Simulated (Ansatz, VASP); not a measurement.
# ZnC3 in VASP and in Ansatz

File INCAR:

```
  PREC = Accurate
  ENCUT = 600
  EDIFF = 1E-7
  ISMEAR = 0
  SIGMA = 0.02
  LREAL = False
  LASPH = True
  NELM = 80
  ALGO = Normal
  ISIF = 3
  LWAVE = False
  LCHARG = False
  GGA = PE
  IBRION = 2
  NSW = 100
  EDIFFG = -0.01
```

KPOINTS

```
regular mesh
0
Gamma
  10 10 10
```

File POSCAR:

```
ZnC3
1.0
    0.0000000000      3.4072827027      3.4072827027
    3.4072827027      0.0000000000      3.4072827027
    3.4072827027      3.4072827027      0.0000000000
Zn C
2 6
Direct
    0.5000000000      0.5000000000      0.5000000000
    0.7500000000      0.7500000000      0.7500000000
    0.1250000000      0.1250000000      0.1250000000
    0.1250000000      0.1250000000      0.6250000000
    0.1250000000      0.6250000000      0.1250000000
    0.6250000000      0.1250000000      0.1250000000
    0.2500000000      0.2500000000      0.2500000000
    0.0000000000      0.0000000000      0.0000000000
```

Input for Ansatz:

```yaml
crystal:
  lattice:
    - [0.0, 3.4072827027, 3.4072827027]
    - [3.4072827027, 0.0, 3.4072827027]
    - [3.4072827027, 3.4072827027, 0.0]
  atoms:
    - { symbol: Zn, position: [0.5, 0.5, 0.5] }
    - { symbol: Zn, position: [0.75, 0.75, 0.75] }
    - { symbol: C, position: [0.125, 0.125, 0.125] }
    - { symbol: C, position: [0.125, 0.125, 0.625] }
    - { symbol: C, position: [0.125, 0.625, 0.125] }
    - { symbol: C, position: [0.625, 0.125, 0.125] }
    - { symbol: C, position: [0.25, 0.25, 0.25] }
    - { symbol: C, position: [0.0, 0.0, 0.0] }
basis:
  ecutwfc: 420
kpoints:
  mp_grid: { grid: [10, 10, 10] }
hamiltonian:
  xc: pbe
scf:
  occupations: { method: gaussian, width: 0.02 }
output:
  forces: true
  stress: true
  eigenvalues: true
relax:
  adjacent_minimum: "off"
  f_tol: 0.01
  max_steps: 80
  cell: { stress_tol: 0.05 }
```

Alike in both runs: task relaxation of cell and atoms; functional PBE; k mesh 10 × 10 × 10; occupations gaussian, width 0.02 eV; no spin polarisation.

```csv
,VASP,Ansatz
version,VASP 6.6.1,Ansatz 0.2.0
potentials or method,"VASP PAW PBE potentials, release 64 (Zn, C), cutoff 600 eV","scalar-relativistic, plane waves, PAW"
valence electrons in the cell,48,48
```

VASP gave:

| Property | Result |
| --- | --- |
| gap on the k mesh at the Fermi level, each at its own relaxed structure (eV) | none |
| relaxed volume (Å³/atom) | 9.87 |
| relaxed length of the cell vector where the two differ most in proportion (Å) | 4.816 |

What did Ansatz give for the same quantities?

gap on the k mesh at the Fermi level, each at its own relaxed structure (eV): none; relaxed volume (Å³/atom): 9.87; relaxed length of the cell vector where the two differ most in proportion (Å): 4.815.

A gap of «none» marks a metal or a gap that the smearing closes.
